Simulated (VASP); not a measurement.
Si: single point with PBEsol

Si:

```
CELL_PARAMETERS angstrom
-2.90143 2.90143 1.91868
2.90143 -2.90143 1.91868
2.74629 2.74629 -1.91868
ATOMIC_POSITIONS crystal
Si 0.17873 0.17873 0.35746
Si 0.82127 0.82127 0.64254
Si 0.17873 0.82127 0.00000
Si 0.82127 0.17873 0.00000
```

- Program: VASP 6.6.1
- Task: single point
- Functional: PBEsol
- Potentials or basis: VASP PAW PBE potentials, release 64 (Si)
- Cutoff: 520 eV
- k mesh: 10 × 10 × 10
- Occupations: gaussian, width 0.03 eV
- Spin: no spin polarisation
- Dipole correction: no
- Further INCAR settings: ALGO = Normal; EDIFF = 1e-06; NBANDS = 16

```json
{
 "Pressure": "55.0 GPa",
 "Largest force": "6.894 eV/Å",
 "Band gap on the k mesh": "zero (bands 8 and 9 overlap by 1.16 eV)"
}
```

Forces in eV/Å, atoms in the order of the input:
```
Si   4.074  4.074  0.000
Si  -4.074 -4.074  0.000
Si  -4.875  4.875  0.000
Si   4.875 -4.875  0.000
```

Stress tensor (GPa, compression positive):
```
71.72 -4.78  0.00
-4.78 71.72  0.00
 0.00  0.00 21.70
```

Levels at points of the mesh, in eV from the Fermi level:
| k point | band 6 | band 7 | band 8 | band 9 | band 10 | band 11 |
| --- | --- | --- | --- | --- | --- | --- |
| (0.00, 0.00, 0.00) | -2.27 | -1.99 | -0.73 | -0.23 | 1.65 | 1.81 |
| (0.50, 0.00, 0.00) | -4.33 | -2.82 | -0.42 | 0.94 | 3.52 | 3.90 |
| (0.50, 0.50, 0.00) | -2.75 | -2.67 | -0.98 | 1.04 | 1.09 | 2.44 |
| (0.00, 0.00, 0.50) | -3.29 | -2.53 | -1.16 | 0.60 | 1.01 | 3.27 |
| (0.50, 0.50, 0.50) | -1.47 | 0.30 | 0.48 | 1.41 | 3.89 | 4.60 |

Run time: 110 s on 1 thread of AMD EPYC 9R45 96-Core Processor (Zen 5), with other jobs on the host, peak memory 0.23 GiB.

Caveat: the stress differs along the axes, from 22 to 72 GPa; the PAW data sets were made with another functional, which shifts forces and pressure a little.
